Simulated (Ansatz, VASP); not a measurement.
## One calculation of AlGaN2, two programs

```
Al Ga N
1.0
     3.17229    0.00000    0.00000
     0.00000    3.17229    0.00000
     0.00000    0.00000    4.42384
Al Ga N
1 1 2
Direct
  0.50000 0.50000 0.50000
  0.00000 0.00000 0.00000
  0.50000 0.00000 0.73826
  0.00000 0.50000 0.26174
```

Change from the starting cell: strain +0.0100 x Voigt [1, 1, 0, 0, 0, 0], atoms carried along.

Alike in both runs: task single point; functional LDA; k mesh 8 × 8 × 6; occupations gaussian, width 0.05 eV; no spin polarisation.

|  | VASP | Ansatz |
| --- | --- | --- |
| version | VASP 6.6.1 | Ansatz 0.2.0 |
| potentials or method | VASP PAW LDA potentials, release 64 (Al, Ga_d, N), cutoff 520 eV | scalar-relativistic, plane waves, PAW |
| valence electrons in the cell | 26 | 26 |

Ansatz gave:

- gap on the k mesh at the Fermi level (eV): 2.72
- least direct gap on the mesh (eV): 2.72
- pressure (GPa): -8.5
- traceless stress, the component that is largest in VASP (GPa): 0.78
- rms of the force components (eV/Å): 0.071

Problem. Estimate VASP's values.

Solution. gap on the k mesh at the Fermi level (eV): 2.73; least direct gap on the mesh (eV): 2.73; pressure (GPa): -7.8; traceless stress, the component that is largest in VASP (GPa): 0.79; rms of the force components (eV/Å): 0.060.

LDA's correlation is that of Perdew and Zunger in VASP and of Perdew and Wang (1992) in Ansatz. Atom by atom the forces differ by 0.011 eV/Å (rms over components).
